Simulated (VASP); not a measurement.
A run of VASP 6.6.1 is set up as follows.

INCAR

```
  ALGO = Normal
  EDIFF = 1E-6
  EDIFFG = -0.001
  ENCUT = 600
  GGA = PS
  IBRION = 2
  ISIF = 3
  ISMEAR = -1
  LASPH = True
  LCHARG = False
  LREAL = False
  LWAVE = False
  NELM = 100
  NSW = 80
  PREC = Accurate
  SIGMA = 0.15
```

The input KPOINTS:

```
k-points
0
Gamma
  20 20 20
```

Contents of POSCAR:

```
Al
1.0
    0.0000000000      2.0077938077      2.0077938077
    2.0077938077      0.0000000000      2.0077938077
    2.0077938077      2.0077938077      0.0000000000
Al
1
Direct
    0.0000000000      0.0000000000      0.0000000000
```

Potentials or basis: VASP PAW PBE potentials, release 64 (Al).

Launch:

```sh
$ cat potpaw_PBE.64/Al/POTCAR > POTCAR
$ mpirun -np 1 vasp_std > vasp.out
```

(1) What does it give for the relaxed cell?

(2) Estimate the space group after relaxing (to 0.1 Å).

(3) What does it give for the band gap on the k mesh?

(4) What does it give for the relaxed volume?

Results:

(1) a = 2.841 Å, b = 2.841 Å, c = 2.841 Å, α = 60.00°, β = 60.00°, γ = 60.00°.

(2) Fm-3m (No. 225).

(3) zero (an odd number of electrons rules out a gap without spin polarisation).

(4) 16.21 Å³/atom.

Caveat: the PAW data sets were made with another functional, which shifts forces and pressure a little.
